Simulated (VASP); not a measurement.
# CsCaH3: single point with LDA

The system is CsCaH3.

```
Cs Ca H
1.0
     4.41323    0.00000    0.00000
     0.00000    4.62119    0.00000
     0.00000    0.00000    4.62119
Cs Ca H
1 1 3
Direct
  0.00000 0.00000 0.00000
  0.50000 0.50000 0.50000
  0.50000 0.00000 0.50000
  0.00000 0.50000 0.50000
  0.50000 0.50000 0.00000
```

This cell differs from its parent crystal: strain -0.0450 x Voigt [1, 0, 0, 0, 0, 0].

| Item | Value |
| --- | --- |
| Program | VASP 6.6.1 |
| Task | single point |
| Functional | LDA |
| Potentials or basis | VASP PAW LDA potentials, release 64 (Cs_sv, Ca_sv, H) |
| Cutoff | 520 eV |
| k mesh | 6 × 6 × 6 |
| Occupations | gaussian, width 0.05 eV |
| Spin | no spin polarisation |
| Dipole correction | no |
| Further INCAR settings | ALGO = Normal; EDIFF = 1e-06; NBANDS = 19 |

```
Pressure               : -1.3 GPa
Band gap on the k mesh : 2.68 eV
```

Stress tensor (GPa, compression positive):
```
 0.08  0.00  0.00
 0.00 -1.95  0.00
 0.00  0.00 -1.95
```

Levels at points of the mesh, in eV from the valence-band top:
```tsv
k point	band 7	band 8	band 9	band 10	band 11	band 12	band 13	band 14	band 15	band 16
(0.00, 0.00, 0.00)	-6.94	-6.85	-2.98	-0.86	-0.85	5.21	5.43	5.43	6.03	6.52
(0.50, 0.00, 0.00)	-6.88	-6.88	-1.17	-0.95	-0.50	4.60	5.05	5.05	5.18	5.18
(0.00, 0.50, 0.00)	-6.91	-6.82	-1.38	-1.02	-0.55	4.55	5.15	5.20	5.27	5.52
(0.50, 0.50, 0.00)	-7.30	-6.83	-1.63	-0.08	0.00	2.68	4.05	4.05	5.16	5.92
(0.00, 0.50, 0.50)	-7.35	-6.77	-1.78	-0.02	-0.02	2.74	4.34	4.34	4.82	5.79
(0.50, 0.50, 0.50)	-7.22	-7.22	-0.75	-0.75	-0.68	4.40	4.40	4.60	4.91	5.85
```

Run time: 25 s on 1 thread of Intel(R) Xeon(R) 6975P-C (Granite Rapids), on a shared host, peak memory 0.22 GiB.

Caveat: the cell differs from its parent crystal (strain -0.0450 x Voigt [1, 0, 0, 0, 0, 0]); spin-orbit coupling is left out, which moves the levels of the heavy elements. A k mesh can miss the band edges.
